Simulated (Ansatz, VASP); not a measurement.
HC3: VASP beside Ansatz

```xyz
16
Lattice="5.0510 0.0000 0.0000 0.0000 2.5255 0.0000 0.0000 0.0000 20.5849" Properties=species:S:1:pos:R:3 pbc="T T T"
C    -0.4381    0.0000    8.1152
C     2.9636    2.5255    8.1152
C     2.6055    1.2628    8.9313
C    -0.0800    1.2628    8.9313
C     1.2628    1.2628    9.8070
C     3.7883    1.2628    9.8834
C     3.7883    2.5255   10.7016
C     1.2628    2.5255   10.7779
C     2.6055    0.0000   11.6536
C    -0.0800    0.0000   11.6536
C    -0.4381    1.2628   12.4697
C     2.9636    1.2628   12.4697
H    -0.0168    1.2628   13.4859
H     2.5423    1.2628   13.4859
H    -0.0168    0.0000    7.0991
H     2.5423    2.5255    7.0991
```

Alike in both runs: functional PBE; k mesh 6 × 10 × 1; occupations gaussian, width 0.03 eV; no spin polarisation.

Ansatz relaxed the structure, and its values are those at the end. VASP's run is a single point on that final structure, the one shown.

|  | VASP | Ansatz |
| --- | --- | --- |
| version | VASP 6.6.1 | Ansatz 0.2.0 |
| potentials or method | VASP PAW PBE potentials, release 64 (C, H), cutoff 520 eV | scalar-relativistic, plane waves, PAW |
| valence electrons in the cell | 52 | 52 |

```csv
,VASP,Ansatz,Ansatz less VASP
gap on the k mesh at the Fermi level (eV),3.53,3.53,-0.002
least direct gap on the mesh (eV),4.14,4.14,-0.003
rms of the force components (eV/Å),0.012,0.001,-0.0108
```

The functional is the same, so the differences come from potentials, cutoffs and numerics. Ansatz's warnings: xc potential rough in thin density.
